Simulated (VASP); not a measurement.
Write the native input for VASP 6.6.1 that does the following.

```
Task                   : single point
Functional             : r2SCAN
Potentials or basis    : VASP PAW PBE potentials, release 64 (Ge_d)
Cutoff                 : 520 eV
k mesh                 : 12 × 12 × 6
Occupations            : gaussian, width 0.01 eV
Spin                   : no spin polarisation
Dipole correction      : no
Further INCAR settings : ALGO = Normal; EDIFF = 1e-06; NBANDS = 36
```

Crystal: Ge.

```xyz
4
Lattice="3.9976 0.0000 0.0000 -1.9988 3.4620 0.0000 0.0000 0.0000 6.5994" Properties=species:S:1:pos:R:3 pbc="T T T"
Ge    1.9988    1.1540    0.4151
Ge    0.0000    2.3080    3.7148
Ge    1.9988    1.1540    2.8846
Ge    0.0000    2.3080    6.1843
```

This isn't the form of Ge at room conditions, which is diamond.

One way to write it, as run:

POSCAR

```
Ge
1.0
    3.9975858431      0.0000000000      0.0000000000
   -1.9987929216      3.4620108940      0.0000000000
    0.0000000000      0.0000000000      6.5993779500
Ge
4
Direct
    0.6666666667      0.3333333333      0.0629012500
    0.3333333333      0.6666666667      0.5629012500
    0.6666666667      0.3333333333      0.4370987500
    0.3333333333      0.6666666667      0.9370987500
```

INCAR.step1

```
  PREC = Accurate
  ENCUT = 520
  ISMEAR = 0
  SIGMA = 0.01
  LREAL = False
  LASPH = True
  NELM = 60
  NBANDS = 36
  GGA = PE
  ALGO = Normal
  EDIFF = 1E-4
  LWAVE = True
  LCHARG = False
```

INCAR.step2

```
  PREC = Accurate
  ENCUT = 520
  EDIFF = 1E-6
  ISMEAR = 0
  SIGMA = 0.01
  LREAL = False
  LASPH = True
  NELM = 60
  ALGO = Normal
  ISIF = 2
  LWAVE = False
  LCHARG = False
  METAGGA = R2SCAN
  LMIXTAU = True
  NBANDS = 36
  ISTART = 1
```

KPOINTS

```
Automatic mesh
0
Gamma
  12 12 6
```

Potentials or basis: VASP PAW PBE potentials, release 64 (Ge_d).

Command:

```bash
$ cat potpaw_PBE.64/Ge_d/POTCAR > POTCAR
$ cp INCAR.step1 INCAR
$ mpirun -np 1 vasp_std > vasp.out
$ cp INCAR.step2 INCAR
$ mpirun -np 1 vasp_std > vasp.out
```

Results of the run:

```yaml
Pressure: 0.0 GPa
Largest_force: 0.008 eV/Å
Band_gap_on_the_k_mesh: 0.06 eV
```

Caveat: semilocal functionals underestimate gaps, and a narrow one can read as zero; the PAW data sets were made with another functional, which shifts forces and pressure a little.

Wall time 19 min on 1 thread of Intel Xeon 8259CL, with other jobs on the host, peak memory 0.32 GiB.
